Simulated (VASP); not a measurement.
# CuNi3 (Cmmm) in VASP: notebook

The runs below take CuNi3 through single point, with PBEsol.

Everything below comes from runs of VASP 6.6.1. Logs are shortened: lines on timing, memory, paths and dates and some standing lists are left out, and cuts for length are marked.

**1. The cell of the first run**

It takes space group Cmmm (No. 65, orthorhombic). The conventional cell has a = 2.772 Å, b = 3.948 Å, c = 7.882 Å, α = 90.00°, β = 90.00°, γ = 90.00°. Cu (site symmetry mmm) has 6 Cu at 2.41 to 2.77 Å and 8 Ni at 2.44 to 2.82 Å within 3.2 Å. Within 3.1 Å of Ni (site symmetry mm2) lie 10 Ni at 2.38 to 2.77 Å and 4 Cu at 2.44 to 2.82 Å. Within 3.1 Å of Ni (site symmetry mmm) lie 14 Ni at 2.38 to 2.77 Å.

**2. Single point, PBEsol, collinear spin, ferromagnetic start (10.78 Å³/atom)**

Contents of INCAR:

```
SYSTEM = CuNi3
PREC = Accurate ; ENCUT = 520
EDIFF = 1E-7 ; ISMEAR = -1
SIGMA = 0.05 ; LREAL = .False.
LASPH = .True. ; NELM = 150
ALGO = Fast ; ISIF = 2
LWAVE = .False. ; LCHARG = .False.
ISPIN = 2 ; MAGMOM = 0.6 1 1 1
LORBIT = 11 ; LMAXMIX = 4
GGA = PS ; NBANDS = 32
```

Contents of KPOINTS:

```
Automatic mesh
0
Gamma
  12 12 4
  0 0 0
```

Contents of POSCAR:

```
CuNi3
1.0
    1.3858478789     -1.9738169941      0.0000000000
    1.3858478789      1.9738169941      0.0000000000
    0.0000000000      0.0000000000      7.8816301269
Cu Ni
1 3
Direct
    0.0000000000      0.0000000000      0.0000000000
    0.5000000000      0.5000000000      0.2546860000
    0.0000000000      0.0000000000      0.5000000000
    0.5000000000      0.5000000000      0.7453140000
```

Potentials or basis: VASP PAW PBE potentials, release 64 (Cu, Ni).

Run with:

```bash
cat potpaw_PBE.64/Cu/POTCAR potpaw_PBE.64/Ni/POTCAR > POTCAR
mpirun -np 1 vasp_std > vasp.out
```

OUTCAR:

```text
SYSTEM = CuNi3
   PREC = Accurate
   ENCUT = 520
   EDIFF = 1E-7
   ISMEAR = -1
   LREAL = .False.
   LASPH = .True.
   NELM = 150
   ISIF = 2
   ISPIN = 2
   LORBIT = 11
   GGA = PS

 ion  position               nearest neighbor table
   1  0.000  0.000  0.000-   2 2.44   4 2.44   2 2.44   4 2.44   2 2.82   4 2.82   2 2.82   4 2.82

   2  0.500  0.500  0.255-   3 2.38   3 2.38   1 2.44   1 2.44   3 2.76   3 2.76   1 2.82   1 2.82

   3  0.000  0.000  0.500-   2 2.38   4 2.38   2 2.38   4 2.38   2 2.76   4 2.76   2 2.76   4 2.76

   4  0.500  0.500  0.745-   3 2.38   3 2.38   1 2.44   1 2.44   3 2.76   3 2.76   1 2.82   1 2.82

  LATTYP: Found a base centered orthorhombic cell.
 ALAT       =     2.7716957578
 B/A-ratio  =     1.4242667064
 C/A-ratio  =     2.8436130137

  Lattice vectors:

 A1 = (   1.3858478789,  -1.9738169941,   0.0000000000)
 A2 = (   1.3858478789,   1.9738169941,   0.0000000000)
 A3 = (   0.0000000000,   0.0000000000,   7.8816301269)

Analysis of symmetry for initial positions (statically):
=====================================================================
 Subroutine PRICEL returns:
 Original cell was already a primitive cell.

 Routine SETGRP: Setting up the symmetry group for a
 base centered orthorhombic supercell.

 Subroutine GETGRP returns: Found  8 space group operations
 (whereof  8 operations were pure point group operations)
 out of a pool of  8 trial point group operations.

The static configuration has the point symmetry D_2h.

Analysis of symmetry for dynamics (positions and initial velocities):
=====================================================================
 Subroutine PRICEL returns:
 Original cell was already a primitive cell.

 Routine SETGRP: Setting up the symmetry group for a
 base centered orthorhombic supercell.

 Subroutine GETGRP returns: Found  8 space group operations
 (whereof  8 operations were pure point group operations)
 out of a pool of  8 trial point group operations.

The dynamic configuration has the point symmetry D_2h.

Analysis of structural, dynamic, and magnetic symmetry:
=====================================================================
 Subroutine PRICEL returns:
 Original cell was already a primitive cell.

 Routine SETGRP: Setting up the symmetry group for a
 base centered orthorhombic supercell.

 Subroutine GETGRP returns: Found  8 space group operations
 (whereof  8 operations were pure point group operations)
 out of a pool of  8 trial point group operations.

The overall configuration has the point symmetry D_2h.

 Subroutine INISYM returns: Found  8 space group operations
[... 130 lines left out ...]
   LEPSILON=     F    determine dielectric tensor
   LRPA    =     F    only Hartree local field effects (RPA)
 spin polarized calculation
 RMM-DIIS sequential band-by-band and
  energy-cutoff  :      520.00
  volume of cell :       43.12
 maximum number of plane-waves:      1187
 NGX is ok and might be reduce to    18
   NGX =  9   NGY =  9   NGZ = 29

 number of electron      40.9999993 magnetization       1.2357370

 Free energy of the ion-electron system (eV)
  ---------------------------------------------------
  ext. energy  EPLUGINS =         0.00000000
  ---------------------------------------------------
  free energy    TOTEN  =       -22.36404129 eV

  energy without entropy =      -22.32051866  energy(sigma->0) =      -22.34227998

 E-fermi :   8.9493     XC(G=0): -13.4730

 val. band max:        8.9486367917   @ k =   0.4167   0.1667   0.0000
 cond. band min:       8.9498149166   @ k =  -0.4167   0.0833   0.2500
 fundamental gap:      0.0011781249
 Fermi energy:         8.9493080281

 spin component 1

 k-point     1 :       0.0000    0.0000    0.0000
  band No.  band energies     occupation
      1      -0.2484      1.00000
      2       2.0093      1.00000
      3       2.2729      1.00000
      4       4.1722      1.00000
      5       5.3755      1.00000
      6       5.9681      1.00000
[... 829 lines left out ...]
     31      24.8068      0.00000
     32      25.1424      0.00000

 [... further k-points ...]

 spin component 2

 k-point     1 :       0.0000    0.0000    0.0000
  band No.  band energies     occupation
      1      -0.2517      1.00000
      2       2.0104      1.00000
      3       2.2883      1.00000
      4       4.3321      1.00000
      5       5.4152      1.00000
      6       6.1694      1.00000
[... 829 lines left out ...]
     31      24.8662      0.00000
     32      25.2167      0.00000

 [... further k-points ...]

------------------------ aborting loop because EDIFF is reached ----------------------------------------

  FORCE on cell =-STRESS in cart. coord.  units (eV):
  Direction    XX          YY          ZZ          XY          YZ          ZX
  --------------------------------------------------------------------------------------
  -------------------------------------------------------------------------------------
  Total       -0.8095127     -0.6541393     -0.4145952      0.0000000      0.0000000      0.0000000
  in kB      -30.0791650    -24.3059358    -15.4051640      0.0000000      0.0000000      0.0000000
  external PRESSURE =     -23.2634216 kB  Pullay stress =       0.0000000 kB

 VOLUME and BASIS-vectors are now :
 -----------------------------------------------------------------------------
  energy-cutoff  :      520.00
  volume of cell :       43.12
      direct lattice vectors                 reciprocal lattice vectors
     1.385847879 -1.973816994  0.000000000     0.360789959 -0.253316291  0.000000000
     1.385847879  1.973816994  0.000000000     0.360789959  0.253316291  0.000000000
     0.000000000  0.000000000  7.881630127     0.000000000  0.000000000  0.126877306

 POSITION                                       TOTAL-FORCE (eV/Angst)
 -----------------------------------------------------------------------------------
      0.00000      0.00000      0.00000        -0.000000      0.000000      0.000000
      1.38585      0.00000      2.00734         0.000000     -0.000000     -0.002721
      0.00000      0.00000      3.94082        -0.000000     -0.000000      0.000000
      1.38585      0.00000      5.87429        -0.000000     -0.000000      0.002721
 -----------------------------------------------------------------------------------
    total drift:                                0.000000      0.000000      0.000000

  FREE ENERGIE OF THE ION-ELECTRON SYSTEM (eV)
  ---------------------------------------------------
  free  energy   TOTEN  =       -22.3640412900 eV

  energy  without entropy=      -22.3205186632  energy(sigma->0) =      -22.34227998

 total charge

# of ion       s       p       d       tot
------------------------------------------
    1        0.472   0.443   9.170  10.085
    2        0.496   0.494   8.356   9.346
    3        0.504   0.520   8.340   9.364
    4        0.496   0.494   8.356   9.346
--------------------------------------------------
tot          1.968   1.952  34.221  38.141

 magnetization (x)

# of ion       s       p       d       tot
------------------------------------------
    1       -0.002  -0.008   0.026   0.016
    2       -0.003  -0.010   0.385   0.372
    3       -0.004  -0.014   0.511   0.493
    4       -0.003  -0.010   0.385   0.372
--------------------------------------------------
tot         -0.011  -0.042   1.306   1.253
```

stdout:

```text
POSCAR found type information on POSCAR CuNi
 POSCAR found :  2 types and       4 ions
 scaLAPACK will be used
 -----------------------------------------------------------------------------
|                                                                             |
|                                                                             |
|     You enforced a specific xc type in the INCAR file but a different       |
|     I HOPE YOU KNOW WHAT YOU ARE DOING!                                     |
|                                                                             |
 -----------------------------------------------------------------------------

 LDA part: xc-table for (Slater+PW92), standard interpolation
 POSCAR, INCAR and KPOINTS ok, starting setup
 FFT: planning ... GRIDC
 FFT: planning ... GRID_SOFT
 FFT: planning ... GRID
 WAVECAR not read
 entering main loop
WARNING in EDDRMM: call to ZHEGV failed, returncode =   6  3     29
WARNING in EDDRMM: call to ZHEGV failed, returncode =   8  4     27
```

Run time: 7 min. Hardware: 1 thread of Intel Xeon Platinum 8259CL at 2.50GHz (Skylake/Cascade Lake), shared host; peak memory 0.36 GiB.

What came out:

```yaml
Free_energy: -22.3640 eV
Pressure: -2.3 GPa
Net_moment: 1.24 μB per cell
Site_moments: Cu +0.02; Ni +0.37, +0.49 (each value once) μB
Valence_electrons_inside_the_program's_atomic_spheres: Cu 10.09; Ni 9.35, 9.36 (each value once)
```

Forces on the atoms (eV/Å):
```
Cu   0.000  0.000  0.000
Ni   0.000  0.000 -0.003
Ni   0.000  0.000  0.000
Ni   0.000  0.000  0.003
```

Stress tensor (GPa, compression positive):
```
-3.01  0.00  0.00
 0.00 -2.43  0.00
 0.00  0.00 -1.54
```

Levels at points of the mesh, in eV from the Fermi level:
Spin up:
```tsv
k point	band 19	band 20	band 21	band 22	band 23	band 24
(0.00, 0.00, 0.00)	-0.83	-0.82	-0.65	-0.62	-0.06	0.04
(0.50, 0.00, 0.00)	-0.29	-0.06	0.03	0.16	1.45	1.86
(0.50, 0.50, 0.00)	-0.02	0.03	0.08	4.49	4.59	5.90
(0.00, 0.00, 0.50)	-0.87	-0.82	-0.69	-0.64	-0.63	-0.24
(0.50, 0.00, 0.50)	-0.47	-0.43	0.73	1.24	1.40	1.51
(0.50, 0.50, 0.50)	0.03	0.07	1.83	1.88	5.90	6.66
```
Spin down:
```csv
k point,band 18,band 19,band 20,band 21,band 22,band 23
"(0.00, 0.00, 0.00)",-0.53,-0.46,-0.39,-0.31,-0.26,0.04
"(0.50, 0.00, 0.00)",-0.13,-0.06,0.13,0.15,0.51,1.75
"(0.50, 0.50, 0.00)",0.19,0.43,0.52,0.61,4.58,4.67
"(0.00, 0.00, 0.50)",-0.54,-0.48,-0.39,-0.30,-0.29,-0.27
"(0.50, 0.00, 0.50)",-0.10,-0.04,-0.02,0.73,1.54,1.76
"(0.50, 0.50, 0.50)",0.42,0.52,0.61,1.88,2.02,6.00
```

Caveat: the PAW data sets were made with another functional, which shifts forces and pressure a little.

(Part 1 of 2 ends here.)
